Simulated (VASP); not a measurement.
Ni3AgC, 5 atoms in the cell. It takes space group Pm-3m (No. 221, cubic). Conventional cell: a = 3.836 Å, b = 3.836 Å, c = 3.836 Å, α = 90.00°, β = 90.00°, γ = 90.00°. Ag (site symmetry m-3m) has 12 Ni at 2.71 Å and 8 C at 3.32 Å within 3.6 Å. Within 2.5 Å of C (site symmetry m-3m) lie 6 Ni at 1.92 Å. Ni (site symmetry 4/mmm) has 2 C at 1.92 Å within 2.5 Å. 

| Quantity | Value |
| --- | --- |
| Program | VASP 6.6.1 |
| Task | single point |
| Functional | PBE |
| Potentials or basis | VASP PAW PBE potentials, release 64 (Ag, C, Ni) |
| Cutoff | 520 eV |
| k mesh | 10 × 10 × 10 |
| Occupations | gaussian, width 0.1 eV |
| Spin | collinear spin, ferromagnetic start |
| Starting moments | [0.0, 0.0, 1.0, 1.0, 1.0] μB |
| Dipole correction | no |
| Further INCAR settings | ALGO = Normal; EDIFF = 1e-06; NBANDS = 34 |

Potentials or basis: VASP PAW PBE potentials, release 64 (Ag, C, Ni).

The run is started by

```sh
$ cat potpaw_PBE.64/Ag/POTCAR potpaw_PBE.64/C/POTCAR potpaw_PBE.64/Ni/POTCAR > POTCAR
$ mpirun -np 1 vasp_std > vasp.out
```

Hardware: 1 thread of Intel(R) Xeon(R) Platinum 8488C (Sapphire Rapids), with other jobs on the host.

Task: Estimate the wall time of this run.

Result: Wall time 2.4 min on 1 thread of Intel(R) Xeon(R) Platinum 8488C (Sapphire Rapids), with other jobs on the host, peak memory 0.3 GiB. Counts: scf iterations 14, k points 56.
